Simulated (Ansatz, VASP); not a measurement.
## Two plane-wave programs on Si

```
CELL_PARAMETERS angstrom
0.00000 2.71673 2.71673
2.71673 0.00000 2.71673
2.71673 2.71673 0.00000
ATOMIC_POSITIONS crystal
Si 0.50000 0.50000 0.50000
Si 0.75000 0.75000 0.75000
```

Alike in both runs: functional PBEsol; k mesh 12 × 12 × 12; no spin polarisation.

Ansatz relaxed the structure, and its values are those at the end. VASP's run is a single point on that final structure, the one shown.

|  | VASP | Ansatz |
| --- | --- | --- |
| version | VASP 6.6.1 | Ansatz 0.2.0 |
| potentials or method | VASP PAW PBE potentials, release 64 (Si), cutoff 520 eV | scalar-relativistic, plane waves, PAW |
| occupations | gaussian, width 0.01 eV | fixed |
| valence electrons in the cell | 8 | 8 |

Ansatz gave:

```
gap on the k mesh at the Fermi level (eV) : 0.47
least direct gap on the mesh (eV)         : 2.52
pressure (GPa)                            : 0.0
```

Q: What did VASP give for the same quantities?

A: gap on the k mesh at the Fermi level (eV): 0.46; least direct gap on the mesh (eV): 2.52; pressure (GPa): 0.1.

VASP's potentials were made for PBE, not for PBEsol, and Ansatz warns of the same on its side.
